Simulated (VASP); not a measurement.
Input of a VASP 6.6.1 run:

Contents of INCAR:

```
ALGO = Normal ; EDIFF = 1E-6
ENCUT = 520 ; GGA = PS
ISIF = 2 ; ISMEAR = 0
LASPH = T ; LCHARG = T
LELF = T ; LREAL = F
LVHAR = T ; LWAVE = F
NBANDS = 18 ; NELM = 60
PREC = Accurate ; SIGMA = 0.1
```

File KPOINTS:

```
k-points
0
Gamma
  18 18 10
```

Contents of POSCAR:

```
Ag
1.0
    2.8670626668      0.0000000000      0.0000000000
   -1.4335313334      2.4829491037      0.0000000000
    0.0000000000      0.0000000000      4.6907149256
Ag
2
Direct
    0.3333333333      0.6666666667      0.2500000000
    0.6666666667      0.3333333333      0.7500000000
```

Potentials or basis: VASP PAW PBE potentials, release 64 (Ag).

The run is started by

```bash
$ cat potpaw_PBE.64/Ag/POTCAR > POTCAR
$ mpirun -np 1 vasp_std > vasp.out
```

Question: Predict the band gap on the k mesh.

Answer: Zero (band 11 reaches 12.65 eV, above the bottom of band 12 at 5.12 eV).

Question: What does it give for the pressure?

Answer: -0.2 GPa.

Caveat: the PAW data sets were made with another functional, which shifts forces and pressure a little.
